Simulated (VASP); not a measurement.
# CuO (C2/c) in VASP: single point with PBE+U

Aim: the single point of CuO with PBE+U.

Everything below comes from runs of VASP 6.6.1. Logs are shortened: lines on timing, memory, paths and dates and some standing lists are left out, and cuts for length are marked.

## (1) The cell of the first run

It takes space group C2/c (No. 15, monoclinic). The conventional cell has a = 4.649 Å, b = 3.438 Å, c = 5.187 Å, α = 90.00°, β = 98.64°, γ = 90.00°. Cu (site symmetry -1) has 4 O at 1.95 to 1.97 Å within 2.6 Å. O (site symmetry 2) has 4 Cu at 1.95 to 1.97 Å within 2.6 Å.

## (2) Single point, PBE+U

The input, INCAR:

```
SYSTEM = CuO
PREC     = Accurate       ! precision mode
ENCUT    = 520            ! plane-wave cutoff, eV
EDIFF    = 1E-6           ! SCF threshold, eV
ISMEAR   = -1             ! smearing method
SIGMA    = 0.1            ! smearing width, eV
LREAL    = .False.        ! projectors in reciprocal space
LASPH    = .True.         ! aspherical terms in the spheres
NELM     = 150            ! most SCF steps
ALGO     = Normal         ! electronic algorithm
ISIF     = 2              ! what is computed and relaxed
LWAVE    = .False.        ! write WAVECAR
LCHARG   = .True.         ! write CHGCAR
LMAXMIX  = 4              ! l up to which the mixer works
LDAU     = .True.         ! DFT+U
LDAUTYPE = 2            
LDAUL    = 2 -1           ! shell
LDAUU    = 4 0            ! U, eV
LDAUJ    = 0 0          
LDAUPRINT= 1            
GGA      = PE             ! functional
LELF     = .True.         ! ELF
LVHAR    = .True.       
NBANDS   = 25             ! bands
```

The input, KPOINTS:

```
regular mesh
0
Gamma
  7 7 4
  0 0 0
```

The input, POSCAR:

```
CuO
1.0
    2.3245000000     -1.7191000000      0.0000000000
    2.3245000000      1.7191000000      0.0000000000
   -0.7792200000      0.0000000000      5.1281400000
Cu O
2 2
Direct
    0.0000000000      0.5000000000      0.0000000000
    0.5000000000      0.0000000000      0.5000000000
    0.5830000000      0.4170000000      0.2500000000
    0.4170000000      0.5830000000      0.7500000000
```

Potentials or basis: VASP PAW PBE potentials, release 64 (Cu, O).

On the command line:

```sh
cat potpaw_PBE.64/Cu/POTCAR potpaw_PBE.64/O/POTCAR > POTCAR
mpirun -np 1 vasp_std > vasp.out
```

OUTCAR:

```text
SYSTEM = CuO
   PREC = Accurate
   ENCUT = 520
   EDIFF = 1E-6
   ISMEAR = -1
   LREAL = .False.
   LASPH = .True.
   NELM = 150
   ISIF = 2
   GGA = PE

 ion  position               nearest neighbor table
   1  0.000  0.500  0.000-   3 1.95   4 1.95   3 1.97   4 1.97
   2  0.500  0.000  0.500-   3 1.95   4 1.95   4 1.97   3 1.97
   3  0.583  0.417  0.250-   1 1.95   2 1.95   2 1.97   1 1.97
   4  0.417  0.583  0.750-   1 1.95   2 1.95   1 1.97   2 1.97

  LATTYP: Found a base centered monoclinic cell.
 ALAT       =     4.6490000000
 B/A-ratio  =     0.7395568940
 C/A-ratio  =     1.1157245304
 COS(beta)  =    -0.1502254671

  Lattice vectors:

 A1 = (   2.3245000000,  -1.7191000000,   0.0000000000)
 A2 = (   2.3245000000,   1.7191000000,   0.0000000000)
 A3 = (  -0.7792200000,   0.0000000000,   5.1281400000)

Analysis of symmetry for initial positions (statically):
=====================================================================
 Subroutine PRICEL returns:
 Original cell was already a primitive cell.

 Routine SETGRP: Setting up the symmetry group for a
 base centered monoclinic supercell.

 Subroutine GETGRP returns: Found  4 space group operations
 (whereof  2 operations were pure point group operations)
 out of a pool of  4 trial point group operations.

The static configuration has the point symmetry S_2 .
 The point group associated with its full space group is C_2h.

Analysis of symmetry for dynamics (positions and initial velocities):
=====================================================================
 Subroutine PRICEL returns:
 Original cell was already a primitive cell.

 Routine SETGRP: Setting up the symmetry group for a
 base centered monoclinic supercell.

 Subroutine GETGRP returns: Found  4 space group operations
 (whereof  2 operations were pure point group operations)
 out of a pool of  4 trial point group operations.

The dynamic configuration has the point symmetry S_2 .
 The point group associated with its full space group is C_2h.

 Subroutine INISYM returns: Found  4 space group operations
 (whereof  2 operations are pure point group operations),
 and found     1 'primitive' translations

----------------------------------------------------------------------------------------

                                     Primitive cell

  volume of cell :      40.9846

  direct lattice vectors                    reciprocal lattice vectors
     2.324500000 -1.719100000  0.000000000     0.215100022 -0.290849863  0.032684412
     2.324500000  1.719100000  0.000000000     0.215100022  0.290849863  0.032684412
    -0.779220000  0.000000000  5.128140000     0.000000000  0.000000000  0.195002477

  length of vectors
     2.891125224  2.891125224  5.187003342     0.363221603  0.363221603  0.195002477

  position of ions in fractional coordinates (direct lattice)
     0.000000000  0.500000000  0.000000000
     0.500000000  0.000000000  0.500000000
     0.583000000  0.417000000  0.250000000
     0.417000000  0.583000000  0.750000000

  ion indices of the primitive-cell ions
   primitive index   ion index
                 1           1
                 2           2
                 3           3
                 4           4

----------------------------------------------------------------------------------------

 KPOINTS: regular mesh

Automatic generation of k-mesh.
 Grid dimensions read from file:
[... 93 lines left out ...]
   J (eV)           for each species LDAUJ =   0.0  0.0
   GGA     = PE    functional components
   LHFCALC =     F    Hartree Fock is set to
   AEXX    =    0.0000 exact exchange contribution
   IVDW    =     0    specifies the selected vdW correction
   LEPSILON=     F    determine dielectric tensor
   LRPA    =     F    only Hartree local field effects (RPA)
 non-spin polarized calculation
  energy-cutoff  :      520.00
  volume of cell :       40.98
 maximum number of plane-waves:      1139
 NGX is ok and might be reduce to    24
   NGX = 11   NGY = 11   NGZ = 19

atom =   1  type =  1  l = 2

 onsite density matrix

spin component  1

  0.9524 -0.0108  0.0104  0.0062 -0.0023
 -0.0108  0.9043 -0.0010  0.0811 -0.0254
  0.0104 -0.0010  0.9682  0.0008 -0.0017
  0.0062  0.0811  0.0008  0.8563  0.0327
 -0.0023 -0.0254 -0.0017  0.0327  0.9541

spin component  2

  0.9524 -0.0108  0.0104  0.0062 -0.0023
 -0.0108  0.9043 -0.0010  0.0811 -0.0254
  0.0104 -0.0010  0.9682  0.0008 -0.0017
  0.0062  0.0811  0.0008  0.8563  0.0327
 -0.0023 -0.0254 -0.0017  0.0327  0.9541

 occupancies and eigenvectors

  o =  0.7847  v =  0.0692  0.5819  0.0048 -0.7745  0.2380  0.0000  0.0000  0.0000  0.0000  0.0000      0.0000  0.0000  0.0000  0.0000  0.0000  0.0000  0.0000  0.0000  0.0000  0.0000
  o =  0.7847  v =  0.0000  0.0000  0.0000  0.0000  0.0000  0.0692  0.5819  0.0048 -0.7745  0.2380      0.0000  0.0000  0.0000  0.0000  0.0000  0.0000  0.0000  0.0000  0.0000  0.0000
  o =  0.9468  v =  0.8720  0.1529 -0.4279  0.1709 -0.0627  0.0000  0.0000  0.0000  0.0000  0.0000      0.0000  0.0000  0.0000  0.0000  0.0000  0.0000  0.0000  0.0000  0.0000  0.0000
  o =  0.9468  v =  0.0000  0.0000  0.0000  0.0000  0.0000  0.8720  0.1529 -0.4279  0.1709 -0.0627      0.0000  0.0000  0.0000  0.0000  0.0000  0.0000  0.0000  0.0000  0.0000  0.0000
  o =  0.9634  v = -0.0214 -0.3048 -0.2265 -0.4759 -0.7930  0.0000  0.0000  0.0000  0.0000  0.0000      0.0000  0.0000  0.0000  0.0000  0.0000  0.0000  0.0000  0.0000  0.0000  0.0000
  o =  0.9634  v =  0.0000  0.0000  0.0000  0.0000  0.0000 -0.0214 -0.3048 -0.2265 -0.4759 -0.7930      0.0000  0.0000  0.0000  0.0000  0.0000  0.0000  0.0000  0.0000  0.0000  0.0000
  o =  0.9659  v =  0.0000  0.0000  0.0000  0.0000  0.0000 -0.1041  0.7028  0.2600  0.3507 -0.5520      0.0000  0.0000  0.0000  0.0000  0.0000  0.0000  0.0000  0.0000  0.0000  0.0000
  o =  0.9659  v = -0.1041  0.7028  0.2600  0.3507 -0.5520  0.0000  0.0000  0.0000  0.0000  0.0000      0.0000  0.0000  0.0000  0.0000  0.0000  0.0000  0.0000  0.0000  0.0000  0.0000
  o =  0.9744  v =  0.0000  0.0000  0.0000  0.0000  0.0000 -0.4728  0.2263 -0.8355  0.1462  0.0766      0.0000  0.0000  0.0000  0.0000  0.0000  0.0000  0.0000  0.0000  0.0000  0.0000
  o =  0.9744  v = -0.4728  0.2263 -0.8355  0.1462  0.0766  0.0000  0.0000  0.0000  0.0000  0.0000      0.0000  0.0000  0.0000  0.0000  0.0000  0.0000  0.0000  0.0000  0.0000  0.0000

atom =   2  type =  1  l = 2

 onsite density matrix

spin component  1

  0.9524 -0.0108 -0.0104 -0.0062  0.0023
 -0.0108  0.9043  0.0010 -0.0811  0.0254
 -0.0104  0.0010  0.9682  0.0008 -0.0017
 -0.0062 -0.0811  0.0008  0.8563  0.0327
  0.0023  0.0254 -0.0017  0.0327  0.9541

spin component  2

  0.9524 -0.0108 -0.0104 -0.0062  0.0023
 -0.0108  0.9043  0.0010 -0.0811  0.0254
 -0.0104  0.0010  0.9682  0.0008 -0.0017
 -0.0062 -0.0811  0.0008  0.8563  0.0327
  0.0023  0.0254 -0.0017  0.0327  0.9541

 occupancies and eigenvectors

  o =  0.7847  v = -0.0692 -0.5819  0.0048 -0.7745  0.2380  0.0000  0.0000  0.0000  0.0000  0.0000      0.0000  0.0000  0.0000  0.0000  0.0000  0.0000  0.0000  0.0000  0.0000  0.0000
  o =  0.7847  v =  0.0000  0.0000  0.0000  0.0000  0.0000 -0.0692 -0.5819  0.0048 -0.7745  0.2380      0.0000  0.0000  0.0000  0.0000  0.0000  0.0000  0.0000  0.0000  0.0000  0.0000
  o =  0.9468  v =  0.8720  0.1529  0.4279 -0.1709  0.0627  0.0000  0.0000  0.0000  0.0000  0.0000      0.0000  0.0000  0.0000  0.0000  0.0000  0.0000  0.0000  0.0000  0.0000  0.0000
  o =  0.9468  v =  0.0000  0.0000  0.0000  0.0000  0.0000  0.8720  0.1529  0.4279 -0.1709  0.0627      0.0000  0.0000  0.0000  0.0000  0.0000  0.0000  0.0000  0.0000  0.0000  0.0000
  o =  0.9634  v =  0.0214  0.3048 -0.2265 -0.4759 -0.7930  0.0000  0.0000  0.0000  0.0000  0.0000      0.0000  0.0000  0.0000  0.0000  0.0000  0.0000  0.0000  0.0000  0.0000  0.0000
  o =  0.9634  v =  0.0000  0.0000  0.0000  0.0000  0.0000  0.0214  0.3048 -0.2265 -0.4759 -0.7930      0.0000  0.0000  0.0000  0.0000  0.0000  0.0000  0.0000  0.0000  0.0000  0.0000
  o =  0.9659  v =  0.0000  0.0000  0.0000  0.0000  0.0000  0.1041 -0.7028  0.2600  0.3507 -0.5520      0.0000  0.0000  0.0000  0.0000  0.0000  0.0000  0.0000  0.0000  0.0000  0.0000
  o =  0.9659  v =  0.1041 -0.7028  0.2600  0.3507 -0.5520  0.0000  0.0000  0.0000  0.0000  0.0000      0.0000  0.0000  0.0000  0.0000  0.0000  0.0000  0.0000  0.0000  0.0000  0.0000
  o =  0.9744  v =  0.0000  0.0000  0.0000  0.0000  0.0000 -0.4728  0.2263  0.8355 -0.1462 -0.0766      0.0000  0.0000  0.0000  0.0000  0.0000  0.0000  0.0000  0.0000  0.0000  0.0000
  o =  0.9744  v = -0.4728  0.2263  0.8355 -0.1462 -0.0766  0.0000  0.0000  0.0000  0.0000  0.0000      0.0000  0.0000  0.0000  0.0000  0.0000  0.0000  0.0000  0.0000  0.0000  0.0000

 number of electron      33.9999993 magnetization

 Free energy of the ion-electron system (eV)
  ---------------------------------------------------
  ext. energy  EPLUGINS =         0.00000000
  ---------------------------------------------------
  free energy    TOTEN  =       -16.87651728 eV

  energy without entropy =      -16.80913633  energy(sigma->0) =      -16.84282681

 E-fermi :   5.1754     XC(G=0): -11.7954

 val. band max:        5.1647013558   @ k =  -0.1429   0.0000   0.2500
 cond. band min:       5.1967548307   @ k =  -0.2857   0.1429   0.5000
 fundamental gap:      0.0320534749
 Fermi energy:         5.1754046203

 k-point     1 :       0.0000    0.0000    0.0000
  band No.  band energies     occupation
      1     -14.3709      2.00000
      2     -13.1151      2.00000
      3      -2.7803      2.00000
      4      -0.3229      2.00000
      5      -0.0132      2.00000
      6       1.1933      2.00000
[... 661 lines left out ...]
     24      20.6708      0.00000
     25      21.3631      0.00000

 [... further k-points ...]
[... 5 lines left out ...]
  --------------------------------------------------------------------------------------
  -------------------------------------------------------------------------------------
  Total        0.7898631      0.7662281     -0.2532530      0.0000000      0.0000000     -0.3737310
  in kB       30.8774815     29.9535375     -9.9002143      0.0000000      0.0000000    -14.6099648
  external PRESSURE =      16.9769349 kB  Pullay stress =       0.0000000 kB

 VOLUME and BASIS-vectors are now :
 -----------------------------------------------------------------------------
  energy-cutoff  :      520.00
  volume of cell :       40.98
      direct lattice vectors                 reciprocal lattice vectors
     2.324500000 -1.719100000  0.000000000     0.215100022 -0.290849863  0.032684412
     2.324500000  1.719100000  0.000000000     0.215100022  0.290849863  0.032684412
    -0.779220000  0.000000000  5.128140000     0.000000000  0.000000000  0.195002477

 POSITION                                       TOTAL-FORCE (eV/Angst)
 -----------------------------------------------------------------------------------
      1.16225      0.85955      0.00000         0.000000     -0.000000      0.000000
      0.77264     -0.85955      2.56407         0.000000     -0.000000      0.000000
      2.12969     -0.28537      1.28204         0.000000      0.345578      0.000000
      1.74009      0.28537      3.84611        -0.000000     -0.345578      0.000000
 -----------------------------------------------------------------------------------
    total drift:                                0.000000     -0.000000     -0.000000

  FREE ENERGIE OF THE ION-ELECTRON SYSTEM (eV)
  ---------------------------------------------------
  free  energy   TOTEN  =       -16.8765172837 eV

  energy  without entropy=      -16.8091363273  energy(sigma->0) =      -16.84282681
```

It took 35 s on 1 thread of Intel Xeon Platinum 8488C (Sapphire Rapids), shared host; peak memory 0.19 GiB.

Results:

| Item | Value |
| --- | --- |
| Free energy | -16.8765 eV |
| Pressure | 1.7 GPa |
| Largest force | 0.346 eV/Å |
| Band gap on the k mesh | zero (band 17 reaches 5.48 eV, above the bottom of band 18 at 4.74 eV) |

Forces on the atoms (eV/Å):
```
Cu   0.000  0.000  0.000
Cu   0.000  0.000  0.000
O    0.000  0.346  0.000
O    0.000 -0.346  0.000
```

Eigenvalues of the final occupation matrices:
```
    site  spin  trace               eigenvalues
site 1 d     1   4.64  0.78 0.95 0.96 0.97 0.97
site 1 d     2   4.64  0.78 0.95 0.96 0.97 0.97
site 2 d     1   4.64  0.78 0.95 0.96 0.97 0.97
site 2 d     2   4.64  0.78 0.95 0.96 0.97 0.97
```

Caveat: U without spin polarisation on a metal has little footing.
